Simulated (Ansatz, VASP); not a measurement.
**Be2BiSb3 in VASP and in Ansatz**

```
Be Sb Bi
1.0
     6.17268    0.00000    0.00000
    -3.08634    5.34569    0.00000
     0.00000    0.00000    3.48674
Be Sb Bi
2 3 1
Direct
  0.33333 0.66667 0.00000
  0.66667 0.33333 0.00000
  0.50000 0.00000 0.50000
  0.50000 0.50000 0.50000
  0.00000 0.50000 0.50000
  0.00000 0.00000 0.00000
```

Change from the starting cell: species swapped into the CeCo3B2 type (P6/mmm, No. 191).

Alike in both runs: task single point; functional PBE; k mesh 3 × 3 × 6; occupations gaussian, width 0.1 eV; no spin polarisation.

```csv
,VASP,Ansatz
version,VASP 6.6.1,Ansatz 0.2.0
potentials or method,"VASP PAW PBE potentials, release 64 (Be, Sb, Bi_d), cutoff 520 eV","scalar-relativistic, plane waves, PAW"
valence electrons in the cell,34,64
```

Ansatz gave:

| Item | Value |
| --- | --- |
| gap on the k mesh at the Fermi level (eV) | none |
| pressure (GPa) | 16.2 |
| traceless stress, the component that is largest in VASP (GPa) | -3.31 |

Q: What did VASP give for the same quantities?

A: gap on the k mesh at the Fermi level (eV): none; pressure (GPa): 16.5; traceless stress, the component that is largest in VASP (GPa): -3.29.

A gap of «none» marks a metal or a gap that the smearing closes. With one functional, cell and mesh, what is left measures potentials, basis and numerics. VASP's potentials hold 34 valence electrons a cell and Ansatz's 64, so a difference there can come from the potentials and not from the codes.

The k mesh is coarse, so the values compare programs but aren't converged. Neither program's run includes spin-orbit coupling.
